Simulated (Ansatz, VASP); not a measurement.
**One calculation of Cu, two programs**

```xyz
1
Lattice="-1.4326 1.4326 1.4326 1.4326 -1.4326 1.4326 1.4326 1.4326 -1.4326" Properties=species:S:1:pos:R:3 pbc="T T T"
Cu    0.0000    0.0000    0.0000
```

Alike in both runs: task single point; functional PBE; k mesh 10 × 10 × 10; occupations gaussian, width 0.05 eV; no spin polarisation.

|  | VASP | Ansatz |
| --- | --- | --- |
| version | VASP 6.6.1 | Ansatz 0.2.0 |
| potentials or method | VASP PAW PBE potentials, release 64 (Cu), cutoff 520 eV | scalar-relativistic, plane waves, PAW |
| valence electrons in the cell | 11 | 19 |

VASP gave:

| Quantity | Value |
| --- | --- |
| gap on the k mesh at the Fermi level (eV) | none |
| pressure (GPa) | 3.3 |

Which values does Ansatz return?

gap on the k mesh at the Fermi level (eV): none; pressure (GPa): 2.7.

A gap of «none» marks a metal or a gap that the smearing closes. VASP's potentials hold 11 valence electrons a cell and Ansatz's 19, so a difference there can come from the potentials and not from the codes.
